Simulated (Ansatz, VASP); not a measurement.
# Two plane-wave programs on Sr

INCAR

```
PREC     = Accurate       # precision mode
ENCUT    = 520            # plane-wave cutoff, eV
EDIFF    = 1E-8           # SCF threshold, eV
ISMEAR   = -1             # smearing method
SIGMA    = 0.08           # smearing width, eV
LREAL    = False          # projectors in reciprocal space
LASPH    = True           # aspherical terms in the spheres
NELM     = 100            # most SCF steps
ALGO     = Normal         # electronic algorithm
ISIF     = 2              # what is computed and relaxed
LWAVE    = False          # write WAVECAR
LCHARG   = False          # write CHGCAR
GGA      = PE             # functional
LEFG     = True         
NBANDS   = 17             # bands
```

The input KPOINTS:

```
regular mesh
0
Gamma
  11 11 11
```

Contents of POSCAR:

```
Sr
1.0
    0.0000000000      4.8091227698      4.8091227698
    4.8091227698      0.0000000000      4.8091227698
    4.8091227698      4.8091227698      0.0000000000
Sr
2
Direct
    0.0000000000      0.0000000000      0.0000000000
    0.2500000000      0.2500000000      0.2500000000
```

Input for Ansatz:

```yaml
crystal:
  lattice:
    - [0.0, 4.8091227698, 4.8091227698]
    - [4.8091227698, 0.0, 4.8091227698]
    - [4.8091227698, 4.8091227698, 0.0]
  atoms:
    - { symbol: Sr, position: [0.0, 0.0, 0.0] }
    - { symbol: Sr, position: [0.25, 0.25, 0.25] }
kpoints:
  mp_grid: { grid: [11, 11, 11] }
  band_path:
    path:
      - [0.0, 0.0, 0.0]
      - [0.5, 0.0, 0.5]
      - [0.625, 0.25, 0.625]
      - [0.375, 0.375, 0.75]
      - [0.0, 0.0, 0.0]
      - [0.5, 0.5, 0.5]
      - [0.5, 0.25, 0.75]
      - [0.5, 0.0, 0.5]
    npoints: 8
scf:
  occupations: { method: fermi_dirac, width: 0.08 }
hamiltonian:
  xc: pbe
  pseudopotentials: { kind: paw }
output:
  forces: true
  stress: true
  eigenvalues: true
  efg: { contact_densities: true }
  populations: true
  bader: true
  dos: { projected: true, de: 0.2, e_range: [-14, 8] }
```

Alike in both runs: task electric field gradients; functional PBE; k mesh 11 × 11 × 11; occupations fermi-dirac, width 0.08 eV; no spin polarisation.

|  | VASP | Ansatz |
| --- | --- | --- |
| version | VASP 6.6.1 | Ansatz 0.2.0 |
| potentials or method | VASP PAW PBE potentials, release 64 (Sr_sv) | PAW with Ansatz's default frozen-core files, scalar-relativistic |
| plane-wave cutoff (eV) | 520 | 420 |
| valence electrons in the cell | 20 | 20 |

|  | VASP | Ansatz | Ansatz less VASP |
| --- | --- | --- | --- |
| pressure (GPa) | 0.0 | 0.0 | 0.00 |

The functional is the same, so the differences come from potentials, cutoffs and numerics.
